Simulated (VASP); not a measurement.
Wanted: the native input for a VASP 6.6.1 run.

```yaml
Task: single point
Functional: revPBE
Potentials_or_basis: VASP PAW PBE potentials, release 64 (Mg, B)
Cutoff: 520 eV
k_mesh: 8 × 8 × 6
Occupations: gaussian, width 0.05 eV
Spin: no spin polarisation
Dipole_correction: no
Further_INCAR_settings: ALGO = Normal; EDIFF = 1e-07; NBANDS = 11
```

The structure of MgB2 lies in POSCAR:

```
MgB2
1.0
    3.0994411601      0.0000000000      0.0000000000
   -1.5497205800      2.6841947821      0.0000000000
    0.0000000000      0.0000000000      3.5267083068
Mg B
1 2
Direct
    0.0000000000      0.0000000000      0.0000000000
    0.3333333333      0.6666666667      0.5000000000
    0.6666666667      0.3333333333      0.5000000000
```

These files were run (other wordings do the same):

INCAR

```
PREC     = Accurate       # precision mode
ENCUT    = 520            # plane-wave cutoff, eV
EDIFF    = 1E-7           # SCF threshold, eV
ISMEAR   = 0              # smearing method
SIGMA    = 0.05           # smearing width, eV
LREAL    = F              # projectors in reciprocal space
LASPH    = T              # aspherical terms in the spheres
NELM     = 60             # most SCF steps
ALGO     = Normal         # electronic algorithm
ISIF     = 2              # what is computed and relaxed
LWAVE    = F              # write WAVECAR
LCHARG   = F              # write CHGCAR
GGA      = RE             # functional
NBANDS   = 11             # bands
```

KPOINTS

```
regular mesh
0
Gamma
  8 8 6
```

Potentials or basis: VASP PAW PBE potentials, release 64 (Mg, B).

The run is started by

```bash
$ cat potpaw_PBE.64/Mg/POTCAR potpaw_PBE.64/B/POTCAR > POTCAR
$ mpirun -np 1 vasp_std > vasp.out
```

Results of the run:

```
Pressure               : -0.3 GPa
Band gap on the k mesh : zero (band 4 reaches 6.40 eV, above the bottom of band 5 at 3.84 eV)
```

Caveat: the PAW data sets were made with another functional, which shifts forces and pressure a little.

It took 14 s on 1 thread of Intel(R) Xeon(R) Platinum 8259CL CPU @ 2.50GHz (Skylake/Cascade Lake), with other jobs on the host, peak memory 0.14 GiB.
